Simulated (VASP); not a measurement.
A run of VASP 6.6.1:

The input POSCAR:

```
CdSiN2
1.0
    3.0339884445      0.0000000000      0.0000000000
    0.0000000000      3.0339884445      0.0000000000
    0.0000000000      0.0000000000      5.1102333224
Cd N Si
1 2 1
Direct
    0.0000000000      0.0000000000      0.0000000000
    0.0000000000      0.5000000000      0.3197391382
    0.5000000000      0.0000000000      0.6802608618
    0.5000000000      0.5000000000      0.5000000000
```

Contents of INCAR.step1:

```
ALGO = Normal
EDIFF = 1E-4
ENCUT = 520
GGA = PE
ISMEAR = -1
LASPH = True
LCHARG = False
LREAL = False
LWAVE = True
NBANDS = 21
NELM = 80
PREC = Accurate
SIGMA = 0.02
```

INCAR.step2

```
ALGO = Normal
EDIFF = 1E-6
ENCUT = 520
ISIF = 2
ISMEAR = -1
ISTART = 1
LASPH = True
LCHARG = False
LMIXTAU = True
LREAL = False
LWAVE = False
METAGGA = R2SCAN
NBANDS = 21
NELM = 80
PREC = Accurate
SIGMA = 0.02
```

File KPOINTS:

```
k-points
0
Gamma
  8 8 4
```

Potentials or basis: VASP PAW PBE potentials, release 64 (Cd, N, Si).

Run with:

```console
$ cat potpaw_PBE.64/Cd/POTCAR potpaw_PBE.64/N/POTCAR potpaw_PBE.64/Si/POTCAR > POTCAR
$ cp INCAR.step1 INCAR
$ mpirun -np 1 vasp_std > vasp.out
$ cp INCAR.step2 INCAR
$ mpirun -np 1 vasp_std > vasp.out
```

Hardware: 1 thread of Intel(R) Xeon(R) 6975P-C (Granite Rapids), on a shared host.

**Question.** Estimate the wall time of this run.

**Answer.** Run time: 45 s on 1 thread of Intel(R) Xeon(R) 6975P-C (Granite Rapids) (shared host), peak memory 0.19 GiB. Counts: k points 45.
